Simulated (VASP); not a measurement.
# Ca3MgN2 (R32) in VASP: a series of runs, part 2 of 2

VASP 6.6.1. The steps go on from the part before.

**5. Relaxation of cell and atoms, PBE**

The input, INCAR:

```
SYSTEM = Ca3MgN2
PREC = Accurate
ENCUT = 600
EDIFF = 1E-6
ISMEAR = 0
SIGMA = 0.1
LREAL = .FALSE.
LASPH = .TRUE.
NELM = 100
ALGO = Normal
ISIF = 3
LWAVE = .FALSE.
LCHARG = .FALSE.
GGA = PE
IBRION = 2
NSW = 90
EDIFFG = -0.04
```

The input, KPOINTS:

```
regular mesh
0
G
  6 6 6
  0 0 0
```

The input, POSCAR:

```
Ca3MgN2
1.0
    2.7423375300      1.5832893100      3.2952716200
   -2.7423375300      1.5832893100      3.2952716200
    0.0000000000     -3.1665786200      3.2952716200
Ca Mg N
3 1 2
Direct
    0.1612730000      0.8387270000      0.5000000000
    0.5000000000      0.1612730000      0.8387270000
    0.8387270000      0.5000000000      0.1612730000
    0.0000000000      0.0000000000      0.0000000000
    0.3349770000      0.3349770000      0.3349770000
    0.6650230000      0.6650230000      0.6650230000
```

Run with:

```bash
> cat potpaw_PBE.64/Ca_sv/POTCAR potpaw_PBE.64/Mg/POTCAR potpaw_PBE.64/N/POTCAR > POTCAR
> mpirun -np 1 vasp_std > vasp.out
```

Run time: 17 min. Hardware: 1 thread of Intel Xeon Platinum 8488C (Sapphire Rapids), shared host; peak memory 0.31 GiB.

It converged, with:

* Free energy: -23.6565 eV
* Relaxed volume: 19.49 Å³/atom
* Relaxed cell: a = 4.899 Å, b = 4.899 Å, c = 4.899 Å, α = 86.57°, β = 86.57°, γ = 86.57°
* Space group after relaxing (to 0.1 Å): R32 (No. 155)
* Energy gained by relaxing: 809.4 meV/atom
* Ionic steps: 16
* Pressure after relaxing: 0.0 GPa
* Largest force after relaxing: 0.031 eV/Å
* Band gap on the k mesh: 0.10 eV

Forces in eV/Å, atoms in the order of the input:
```
Ca   0.031  0.000  0.000
Ca  -0.015  0.027  0.000
Ca  -0.015 -0.027  0.000
Mg   0.000  0.000  0.000
N    0.000  0.000 -0.006
N    0.000  0.000  0.006
```

The path:
| step | energy change (eV) | largest force (eV/Å) | pressure (GPa) | volume (Å³) |
| --- | --- | --- | --- | --- |
| 1 | 0.0000 | 3.0555 | 27.50 | 85.85 |
| 2 | -3.3621 | 1.4363 | -0.95 | 120.08 |
| 3 | -3.4064 | 1.2551 | -2.94 | 125.81 |
| 4 | -4.1149 | 1.0675 | -2.40 | 124.24 |
| 5 | -4.5892 | 0.8401 | -1.08 | 121.70 |
| 6 | -4.2370 | 1.9330 | 5.33 | 114.16 |
| 7 | -4.6805 | 0.8045 | 0.61 | 119.37 |
| 8 | -4.8093 | 0.3626 | 0.09 | 120.75 |
| 9 | -4.8094 | 0.3522 | 0.08 | 120.78 |
| 10 | -4.8285 | 0.2003 | -0.60 | 121.14 |
| 11 | -4.8348 | 0.0507 | -1.29 | 121.54 |
| 12 | -4.8463 | 0.0532 | -0.93 | 120.04 |
| 13 | -4.8535 | 0.0772 | 0.40 | 115.60 |
| 14 | -4.8559 | 0.0665 | -0.07 | 117.09 |
| 15 | -4.8559 | 0.0673 | -0.04 | 117.00 |
| 16 | -4.8563 | 0.0309 | 0.00 | 116.96 |

Final structure:
```xyz
6
Lattice="3.3589 1.9393 2.9927 -3.3589 1.9393 2.9927 0.0000 -3.8786 2.9927" Properties=species:S:1:pos:R:3 pbc="T T T"
Ca   -1.7578    0.0000    4.4890
Ca    0.8789   -1.5223    4.4890
Ca    0.8789    1.5223    4.4890
Mg    0.0000    0.0000    0.0000
N     0.0000    0.0000    2.7634
N     0.0000    0.0000    6.2147
```

Levels at points of the mesh, in eV from the valence-band top:
```
           k point  band 18  band 19  band 20  band 21  band 22  band 23  band 24  band 25
(0.00, 0.00, 0.00)    -1.66    -1.46    -1.46    -1.28     0.96     0.96     1.99     2.68
(0.50, 0.00, 0.00)    -1.90    -1.56    -1.36     0.00     0.10     1.26     2.08     2.61
(0.50, 0.50, 0.00)    -1.77    -1.38    -1.32    -0.63     0.95     0.96     1.84     2.37
(0.50, 0.50, 0.50)    -2.27    -1.83    -1.83    -0.80     0.91     0.91     2.50     2.78
```

Caveat: the volume moved by over 15 % at a fixed basis, so the end points are rough. A k mesh can miss the band edges.

**6. Relaxation of cell and atoms, PBE**

This run uses another cell than the first one, of 19.74 Å³/atom.

The input, INCAR:

```
SYSTEM = Ca3MgN2
ALGO = Normal
EDIFF = 1E-7
EDIFFG = -0.01
ENCUT = 600
GGA = PE
IBRION = 2
ISIF = 3
ISMEAR = 0
LASPH = .True.
LCHARG = .False.
LREAL = .False.
LWAVE = .False.
NELM = 60
NSW = 100
PREC = Accurate
SIGMA = 0.01
```

The input, KPOINTS:

```
k-points
0
Gamma
  6 6 6
  0 0 0
```

The input, POSCAR:

```
Ca3MgN2
1.0
    3.3909504757      1.9577661700      2.9739747556
   -3.3909504757      1.9577661700      2.9739747556
    0.0000000000     -3.9155323399      2.9739747556
Ca Mg N
3 1 2
Direct
    0.2414943288      0.7585056712      0.5000000000
    0.5000000000      0.2414943288      0.7585056712
    0.7585056712      0.5000000000      0.2414943288
    0.0000000000      0.0000000000      0.0000000000
    0.3090647449      0.3090647449      0.3090647449
    0.6909352551      0.6909352551      0.6909352551
```

Potentials or basis: VASP PAW PBE potentials, release 64 (Ca_sv, Mg, N).

Run with:

```bash
> cat potpaw_PBE.64/Ca_sv/POTCAR potpaw_PBE.64/Mg/POTCAR potpaw_PBE.64/N/POTCAR > POTCAR
> mpirun -np 1 vasp_std > vasp.out
```

Run time: 7.6 min. Hardware: 1 thread of Intel Xeon Platinum 8488C (Sapphire Rapids), shared host; peak memory 0.31 GiB.

It converged, with:

```
Free energy                           : -23.7112 eV
Relaxed volume                        : 19.74 Å³/atom
Relaxed cell                          : a = 4.916 Å, b = 4.916 Å, c = 4.916 Å, α = 87.38°, β = 87.38°, γ = 87.38°
Space group after relaxing (to 0.1 Å) : R32 (No. 155)
Energy gained by relaxing             : 0.1 meV/atom
Ionic steps                           : 6
Pressure after relaxing               : 0.0 GPa
Largest force after relaxing          : 0.009 eV/Å
Band gap on the k mesh                : 0.04 eV
```

Forces in eV/Å, atoms in the order of the input:
```
Ca   0.005  0.000  0.000
Ca  -0.002  0.004  0.000
Ca  -0.002 -0.004  0.000
Mg   0.000  0.000  0.000
N    0.000  0.000  0.009
N    0.000  0.000 -0.009
```

Step by step:
```csv
step,energy change (eV),largest force (eV/Å),pressure (GPa),volume (Å³)
1,0.0000,0.0513,0.20,118.46
2,-0.0005,0.0269,-0.02,118.88
3,-0.0005,0.0237,-0.04,118.94
4,-0.0006,0.0205,-0.04,118.89
5,-0.0008,0.0107,-0.02,118.73
6,-0.0008,0.0088,0.03,118.43
```

Final structure:
```yaml
crystal:
  lattice:
    - [3.39565, 1.96048, 2.96491]
    - [-3.39565, 1.96048, 2.96491]
    - [0.00000, -3.92096, 2.96491]
  atoms:
    - { symbol: Ca, position: [0.24144, 0.75856, 0.50000] }
    - { symbol: Ca, position: [0.50000, 0.24144, 0.75856] }
    - { symbol: Ca, position: [0.75856, 0.50000, 0.24144] }
    - { symbol: Mg, position: [0.00000, 0.00000, 0.00000] }
    - { symbol: N, position: [0.30714, 0.30714, 0.30714] }
    - { symbol: N, position: [0.69286, 0.69286, 0.69286] }
```

Levels at points of the mesh, in eV from the valence-band top:
```tsv
k point	band 19	band 20	band 21	band 22	band 23	band 24
(0.00, 0.00, 0.00)	-1.52	-1.52	-1.30	0.89	0.89	1.95
(0.50, 0.00, 0.00)	-1.60	-1.44	0.00	0.04	1.17	2.09
(0.50, 0.50, 0.00)	-1.46	-1.39	-0.64	0.87	0.90	1.78
(0.50, 0.50, 0.50)	-1.90	-1.90	-0.79	0.83	0.83	2.50
```

**7. The runs side by side**

| task | cell | cutoff (eV) | smearing | gap on the mesh (eV) | pressure (GPa) | relaxed volume (Å³/atom) | largest force (eV/Å) |
| --- | --- | --- | --- | --- | --- | --- | --- |
| single point | a = 4.570 Å, angles 73.7°, 6 atoms, atomic positions A | 520 | gaussian 0.1 eV | 1.02 | 27.5 | - | 3.06 |
| single point | a = 4.917 Å, angles 87.2°, 6 atoms, atomic positions B | 520 | gaussian 0.1 eV | 0.06 | 0.2 | - | 0.05 |
| single point | a = 4.918 Å, angles 87.4°, 6 atoms, atomic positions B | 520 | gaussian 0.01 eV | 0.04 | 0.2 | - | 0.03 |
| relaxation of cell and atoms | relaxed from a = 4.570 Å, angles 73.7°, 6 atoms, atomic positions A | 600 | gaussian 0.1 eV | 0.10 | 0.0 | 19.49 | 0.03 |
| relaxation of cell and atoms | relaxed from a = 4.917 Å, angles 87.2°, 6 atoms, atomic positions B | 600 | gaussian 0.01 eV | 0.04 | 0.0 | 19.74 | 0.01 |

Alike in all rows: level PBE; potentials or basis VASP PAW PBE potentials, release 64 (Ca_sv, Mg, N); no spin polarisation; k mesh 6 × 6 × 6.

Caveats: the cell stands under pressure (at least some runs); forces of over 1 eV/Å act on the atoms, so gaps and moduli don't describe the material at rest (at least some runs); the volume moved by over 15 % at a fixed basis, so the end points are rough (at least some runs).

Total energies depend on the potentials used, so only differences within one code and one set of settings carry meaning.
